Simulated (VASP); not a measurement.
Set up this calculation in VASP 6.6.1, as the native input.

```
Task                   : single point
Functional             : PBE
Potentials or basis    : VASP PAW PBE potentials, release 64 (Ca_sv, O)
Cutoff                 : 520 eV
k mesh                 : 6 × 6 × 4
Occupations            : gaussian, width 0.1 eV
Spin                   : no spin polarisation
Dipole correction      : no
Further INCAR settings : ALGO = Normal; EDIFF = 1e-06; NBANDS = 15
```

The structure of CaO lies in POSCAR:

```
CaO
1.0
    3.2024310500      0.0000000000      0.0000000000
    0.0000000000      3.2024310500      0.0000000000
    0.0000000000      0.0000000000      3.7405377300
Ca O
1 1
Direct
    0.5000000000      0.5000000000      0.5000000000
    0.0000000000      0.0000000000      0.0000000000
```

The input as run:

INCAR

```
SYSTEM = CaO
PREC     = Accurate       ! precision mode
ENCUT    = 520            ! plane-wave cutoff, eV
EDIFF    = 1E-6           ! SCF threshold, eV
ISMEAR   = 0              ! smearing method
SIGMA    = 0.1            ! smearing width, eV
LREAL    = .FALSE.        ! projectors in reciprocal space
LASPH    = .TRUE.         ! aspherical terms in the spheres
NELM     = 80             ! most SCF steps
ALGO     = Normal         ! electronic algorithm
ISIF     = 2              ! what is computed and relaxed
LWAVE    = .FALSE.        ! write WAVECAR
LCHARG   = .FALSE.        ! write CHGCAR
GGA      = PE             ! functional
NBANDS   = 15             ! bands
```

KPOINTS

```
regular mesh
0
G
  6 6 4
  0 0 0
```

Potentials or basis: VASP PAW PBE potentials, release 64 (Ca_sv, O).

Run with:

```sh
$ cat potpaw_PBE.64/Ca_sv/POTCAR potpaw_PBE.64/O/POTCAR > POTCAR
$ mpirun -np 1 vasp_std > vasp.out
```

It gave:

The pressure is -17.5 GPa and the band gap on the k mesh is 0.51 eV, indirect (least direct gap 0.74 eV).

It took 6.6 s on 1 thread of Intel(R) Xeon(R) Platinum 8488C (Sapphire Rapids) (shared host), peak memory 0.15 GiB.
